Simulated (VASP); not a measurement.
# InSb (Pm-3m) in VASP: notebook

Runs on InSb. Level: PBE. Tasks: single point.

Everything below comes from runs of VASP 6.6.1. Logs are shortened: lines on timing, memory, paths and dates and some standing lists are left out, and cuts for length are marked.

## 1. The cell of the first run

The structure is cubic, space group Pm-3m (No. 221). The conventional cell has a = 3.769 Å, b = 3.769 Å, c = 3.769 Å, α = 90.00°, β = 90.00°, γ = 90.00°. Within 4.3 Å of In (site symmetry m-3m) lie 8 Sb at 3.26 Å and 6 In at 3.77 Å. Sb (site symmetry m-3m) has 8 In at 3.26 Å and 6 Sb at 3.77 Å within 4.3 Å.

## 2. Single point, PBE

INCAR

```
SYSTEM = InSb
PREC     = Accurate       ! precision mode
ENCUT    = 520            ! plane-wave cutoff, eV
EDIFF    = 1E-6           ! SCF threshold, eV
ISMEAR   = -1             ! smearing method
SIGMA    = 0.02           ! smearing width, eV
LREAL    = .FALSE.        ! projectors in reciprocal space
LASPH    = .TRUE.         ! aspherical terms in the spheres
NELM     = 60             ! most SCF steps
ALGO     = Normal         ! electronic algorithm
ISIF     = 2              ! what is computed and relaxed
LWAVE    = .FALSE.        ! write WAVECAR
LCHARG   = .FALSE.        ! write CHGCAR
GGA      = PE             ! functional
NBANDS   = 16             ! bands
```

KPOINTS

```
Automatic mesh
0
G
  6 6 6
  0 0 0
```

POSCAR

```
InSb
1.0
    3.7689762345      0.0000000000      0.0000000000
    0.0000000000      3.7689762345      0.0000000000
    0.0000000000      0.0000000000      3.7689762345
In Sb
1 1
Direct
    0.0000000000      0.0000000000      0.0000000000
    0.5000000000      0.5000000000      0.5000000000
```

Potentials or basis: VASP PAW PBE potentials, release 64 (In_d, Sb).

On the command line:

```sh
> cat potpaw_PBE.64/In_d/POTCAR potpaw_PBE.64/Sb/POTCAR > POTCAR
> mpirun -np 1 vasp_std > vasp.out
```

OUTCAR:

```text
SYSTEM = InSb
   PREC = Accurate
   ENCUT = 520
   EDIFF = 1E-6
   ISMEAR = -1
   LREAL = .FALSE.
   LASPH = .TRUE.
   NELM = 60
   ISIF = 2
   GGA = PE

 ion  position               nearest neighbor table
   1  0.000  0.000  0.000-   2 3.26   2 3.26   2 3.26   2 3.26   2 3.26   2 3.26   2 3.26   2 3.26

   2  0.500  0.500  0.500-   1 3.26   1 3.26   1 3.26   1 3.26   1 3.26   1 3.26   1 3.26   1 3.26

  LATTYP: Found a simple cubic cell.
 ALAT       =     3.7689762345

  Lattice vectors:

 A1 = (   3.7689762345,   0.0000000000,   0.0000000000)
 A2 = (   0.0000000000,   3.7689762345,   0.0000000000)
 A3 = (   0.0000000000,   0.0000000000,   3.7689762345)

Analysis of symmetry for initial positions (statically):
=====================================================================
 Subroutine PRICEL returns:
 Original cell was already a primitive cell.

 Routine SETGRP: Setting up the symmetry group for a
 simple cubic supercell.

 Subroutine GETGRP returns: Found 48 space group operations
 (whereof 48 operations were pure point group operations)
 out of a pool of 48 trial point group operations.

The static configuration has the point symmetry O_h .

Analysis of symmetry for dynamics (positions and initial velocities):
=====================================================================
 Subroutine PRICEL returns:
 Original cell was already a primitive cell.

 Routine SETGRP: Setting up the symmetry group for a
 simple cubic supercell.

 Subroutine GETGRP returns: Found 48 space group operations
 (whereof 48 operations were pure point group operations)
 out of a pool of 48 trial point group operations.

The dynamic configuration has the point symmetry O_h .

 Subroutine INISYM returns: Found 48 space group operations
 (whereof 48 operations are pure point group operations),
 and found     1 'primitive' translations

----------------------------------------------------------------------------------------

                                     Primitive cell

  volume of cell :      53.5390

  direct lattice vectors                    reciprocal lattice vectors
     3.768976235  0.000000000  0.000000000     0.265324040  0.000000000  0.000000000
     0.000000000  3.768976235  0.000000000     0.000000000  0.265324040  0.000000000
     0.000000000  0.000000000  3.768976235     0.000000000  0.000000000  0.265324040
[... 75 lines left out ...]
   LSORBIT =      F    spin-orbit coupling
   LASPH  =      T    aspherical Exc in radial PAW
   ENCUT  =  520.0 eV  38.22 Ry    6.18 a.u.   7.01  7.01  7.01*2*pi/ulx,y,z
   NELM   =     60;   NELMIN=  2; NELMDL= -5     # of ELM steps
   EDIFF  = 0.1E-05   stopping-criterion for ELM
   LREAL  =      F    real-space projection
   EDIFFG = 0.1E-04   stopping-criterion for IOM
   NSW    =      0    number of steps for IOM
   IBRION =     -1    ionic relax: 0-MD 1-quasi-New 2-CG
   NFREE  =      0    steps in history (QN), initial steepest desc. (CG)
   ISIF   =      2    stress and relaxation
   ISYM   =      2    0-nonsym 1-usesym 2-fastsym
   POTIM  = 0.5000    time-step for ionic-motion
   TEBEG  =    0.0;   TEEND  =   0.0 temperature during run
   PSTRESS=    0.0 pullay stress
   NELECT =      18.0000    total number of electrons
   NUPDOWN=      -1.0000    fix difference up-down
   EMIN   =  10.00;   EMAX   =-10.00  energy-range for DOS
   EFERMI =   0.00;   METHOD = LEGACY
   ISMEAR =    -1;   SIGMA  =   0.02  broadening in eV -4-tet -1-fermi 0-gaus
   EFERMI_NEDOS =   21; number of points for ismear=-14 and -15
   IALGO  =     38    algorithm
   IMIX   =      4    mixing-type and parameters
     AMIX     =   0.40;   BMIX     =  1.00
     AMIX_MAG =   1.60;   BMIX_MAG =  1.00
  volume/ion in A,a.u.               =      26.77       180.65
  Fermi-wavevector in a.u.,A,eV,Ry     =   1.138349  2.151169 17.630966  1.295839
  Thomas-Fermi vector in A             =   2.275054
   LORBIT       =      0    0 simple, 1 ext, 2 COOP (PROOUT), +10 PAW based schemes
   GGA     = PE    functional components
   LHFCALC =     F    Hartree Fock is set to
   AEXX    =    0.0000 exact exchange contribution
   IVDW    =     0    specifies the selected vdW correction
   LEPSILON=     F    determine dielectric tensor
   LRPA    =     F    only Hartree local field effects (RPA)
 non-spin polarized calculation
  energy-cutoff  :      520.00
  volume of cell :       53.54
 maximum number of plane-waves:      1472
   NGX = 15   NGY = 15   NGZ = 15

 number of electron      17.9999995 magnetization

 Free energy of the ion-electron system (eV)
  ---------------------------------------------------
  ext. energy  EPLUGINS =         0.00000000
  ---------------------------------------------------
  free energy    TOTEN  =        -6.48652082 eV

  energy without entropy =       -6.48518321  energy(sigma->0) =       -6.48585202

 E-fermi :   7.8077     XC(G=0): -10.1988

 val. band max:        7.7681716006   @ k =   0.1667   0.1667   0.0000
 cond. band min:       7.8673519092   @ k =   0.1667   0.0000   0.0000
 fundamental gap:      0.0991803086
 Fermi energy:         7.8076964009

 k-point     1 :       0.0000    0.0000    0.0000
  band No.  band energies     occupation
      1      -6.7534      2.00000
      2      -6.7534      2.00000
      3      -6.6377      2.00000
      4      -6.6377      2.00000
      5      -6.6377      2.00000
      6      -3.6994      2.00000
[... 357 lines left out ...]
      3      -6.7475      2.00000
      4      -6.5691      2.00000
      5      -6.5691      2.00000
      6       0.1890      2.00000
[... 8 lines left out ...]
     15      23.9618      0.00000
     16      24.6524      0.00000

------------------------ aborting loop because EDIFF is reached ----------------------------------------

  FORCE on cell =-STRESS in cart. coord.  units (eV):
  Direction    XX          YY          ZZ          XY          YZ          ZX
  --------------------------------------------------------------------------------------
  -------------------------------------------------------------------------------------
  Total        0.3278009      0.3278009      0.3278009     -0.0000000      0.0000000     -0.0000000
  in kB        9.8095812      9.8095812      9.8095812     -0.0000000      0.0000000     -0.0000000
  external PRESSURE =       9.8095812 kB  Pullay stress =       0.0000000 kB

 VOLUME and BASIS-vectors are now :
 -----------------------------------------------------------------------------
  energy-cutoff  :      520.00
  volume of cell :       53.54
      direct lattice vectors                 reciprocal lattice vectors
     3.768976235  0.000000000  0.000000000     0.265324040  0.000000000  0.000000000
     0.000000000  3.768976235  0.000000000     0.000000000  0.265324040  0.000000000
     0.000000000  0.000000000  3.768976235     0.000000000  0.000000000  0.265324040

 POSITION                                       TOTAL-FORCE (eV/Angst)
 -----------------------------------------------------------------------------------
      0.00000      0.00000      0.00000         0.000000      0.000000      0.000000
      1.88449      1.88449      1.88449         0.000000      0.000000      0.000000
 -----------------------------------------------------------------------------------
    total drift:                               -0.000000      0.000000     -0.000000

  FREE ENERGIE OF THE ION-ELECTRON SYSTEM (eV)
  ---------------------------------------------------
  free  energy   TOTEN  =        -6.4865208249 eV

  energy  without entropy=       -6.4851832087  energy(sigma->0) =       -6.48585202
```

OSZICAR:

```text
N       E                     dE             d eps       ncg     rms          rms(c)
DAV:   1     0.108534393131E+03    0.10853E+03   -0.79959E+03   648   0.119E+03
DAV:   2    -0.362675192509E+00   -0.10890E+03   -0.10562E+03   720   0.292E+02
DAV:   3    -0.637107800650E+01   -0.60084E+01   -0.59212E+01   816   0.656E+01
DAV:   4    -0.651869875947E+01   -0.14762E+00   -0.14758E+00   856   0.112E+01
DAV:   5    -0.652501381103E+01   -0.63151E-02   -0.63149E-02   912   0.197E+00    0.280E+00
DAV:   6    -0.649267954930E+01    0.32334E-01   -0.51718E-02   848   0.389E+00    0.157E+00
DAV:   7    -0.648695708989E+01    0.57225E-02   -0.19563E-02   880   0.187E+00    0.282E-01
DAV:   8    -0.648650498650E+01    0.45210E-03   -0.21430E-03   824   0.671E-01    0.964E-02
DAV:   9    -0.648652701393E+01   -0.22027E-04   -0.18149E-04   880   0.129E-01    0.486E-02
DAV:  10    -0.648652151966E+01    0.54943E-05   -0.10096E-05   928   0.353E-02    0.161E-02
DAV:  11    -0.648652082486E+01    0.69480E-06   -0.13036E-06   616   0.158E-02
   1 F= -.64865208E+01 E0= -.64858520E+01  d E =-.133762E-02
```

stdout:

```text
POSCAR found type information on POSCAR InSb
 POSCAR found :  2 types and       2 ions
 scaLAPACK will be used
 LDA part: xc-table for (Slater+PW92), standard interpolation
 POSCAR, INCAR and KPOINTS ok, starting setup
 FFT: planning ... GRIDC
 FFT: planning ... GRID_SOFT
 FFT: planning ... GRID
 WAVECAR not read
 entering main loop
```

Run time: 8.1 s. Hardware: 1 thread of AMD EPYC 7R13 (Zen 3), shared host; peak memory 0.13 GiB.

What came out:

- Free energy: -6.4865 eV
- Pressure: 1.0 GPa
- Band gap on the k mesh: zero (band 9 reaches 9.07 eV, above the bottom of band 10 at 5.66 eV)

Caveat: spin-orbit coupling is left out, which moves the levels of the heavy elements.

## 3. Single point, PBE

INCAR

```
PREC     = Accurate       # precision mode
ENCUT    = 520            # plane-wave cutoff, eV
EDIFF    = 1E-6           # SCF threshold, eV
ISMEAR   = 0              # smearing method
SIGMA    = 0.5            # smearing width, eV
LREAL    = False          # projectors in reciprocal space
LASPH    = True           # aspherical terms in the spheres
NELM     = 60             # most SCF steps
ALGO     = Normal         # electronic algorithm
ISIF     = 2              # what is computed and relaxed
LWAVE    = False          # write WAVECAR
LCHARG   = True           # write CHGCAR
GGA      = PE             # functional
LELF     = True           # ELF
LVHAR    = True         
NBANDS   = 16             # bands
```

KPOINTS

```
Automatic mesh
0
Gamma
  6 6 6
```

POSCAR is that of step 2.

Potentials or basis: VASP PAW PBE potentials, release 64 (In_d, Sb).

On the command line:

```sh
> cat potpaw_PBE.64/In_d/POTCAR potpaw_PBE.64/Sb/POTCAR > POTCAR
> mpirun -np 1 vasp_std > vasp.out
```

Run time: 8.7 s. Hardware: 1 thread of AMD EPYC 7R13 (Zen 3), shared host; peak memory 0.13 GiB.

It converged, with:

| Quantity | Value |
| --- | --- |
| Free energy | -6.5678 eV |
| Pressure | 1.4 GPa |
| Band gap on the k mesh | zero (band 9 reaches 9.06 eV, above the bottom of band 10 at 5.65 eV) |

Levels at points of the mesh, in eV from the Fermi level:
```csv
k point,band 5,band 6,band 7,band 8,band 9,band 10,band 11,band 12,band 13,band 14
"(0.00, 0.00, 0.00)",-14.37,-11.46,-1.97,-0.61,-0.61,-0.61,4.13,4.13,8.54,8.54
"(0.50, 0.00, 0.00)",-14.36,-9.82,-7.10,1.31,1.31,2.36,2.67,3.94,3.94,5.63
"(0.50, 0.50, 0.00)",-14.30,-8.35,-4.40,-4.40,-4.20,1.99,5.75,5.82,5.82,7.25
"(0.50, 0.50, 0.50)",-14.30,-7.58,-2.32,-2.11,-2.11,-2.11,-0.38,-0.38,-0.38,16.19
```

Caveat: spin-orbit coupling is left out, which moves the levels of the heavy elements.

## 4. Single point, PBE

INCAR

```
ALGO     = Normal         # electronic algorithm
EDIFF    = 1E-6           # SCF threshold, eV
ENCUT    = 520            # plane-wave cutoff, eV
GGA      = PE             # functional
ISIF     = 2              # what is computed and relaxed
ISMEAR   = -1             # smearing method
LASPH    = True           # aspherical terms in the spheres
LCHARG   = False          # write CHGCAR
LREAL    = False          # projectors in reciprocal space
LWAVE    = False          # write WAVECAR
NBANDS   = 16             # bands
NELM     = 60             # most SCF steps
PREC     = Accurate       # precision mode
SIGMA    = 0.02           # smearing width, eV
```

KPOINTS

```
k-points
0
Gamma
  6 6 6
```

POSCAR is that of step 3.

On the command line:

```sh
> cat potpaw_PBE.64/In_d/POTCAR potpaw_PBE.64/Sb/POTCAR > POTCAR
> mpirun -np 1 vasp_std > vasp.out
```

Run time: 8.1 s. Hardware: 1 thread of AMD EPYC 7R13 (Zen 3), shared host; peak memory 0.13 GiB.

The run converged. Its results:

- Free energy: -6.4865 eV
- Pressure: 1.0 GPa
- Band gap on the k mesh: zero (band 9 reaches 9.07 eV, above the bottom of band 10 at 5.66 eV)

Levels at points of the mesh, in eV from the Fermi level:
| k point | band 6 | band 7 | band 8 | band 9 | band 10 | band 11 | band 12 | band 13 |
| --- | --- | --- | --- | --- | --- | --- | --- | --- |
| (0.00, 0.00, 0.00) | -11.51 | -2.03 | -0.65 | -0.65 | -0.65 | 4.08 | 4.08 | 8.49 |
| (0.50, 0.00, 0.00) | -9.86 | -7.15 | 1.26 | 1.26 | 2.31 | 2.62 | 3.88 | 3.88 |
| (0.50, 0.50, 0.00) | -8.39 | -4.45 | -4.45 | -4.26 | 1.95 | 5.69 | 5.77 | 5.77 |
| (0.50, 0.50, 0.50) | -7.62 | -2.38 | -2.15 | -2.15 | -2.15 | -0.44 | -0.44 | -0.44 |

Caveat: spin-orbit coupling is left out, which moves the levels of the heavy elements.
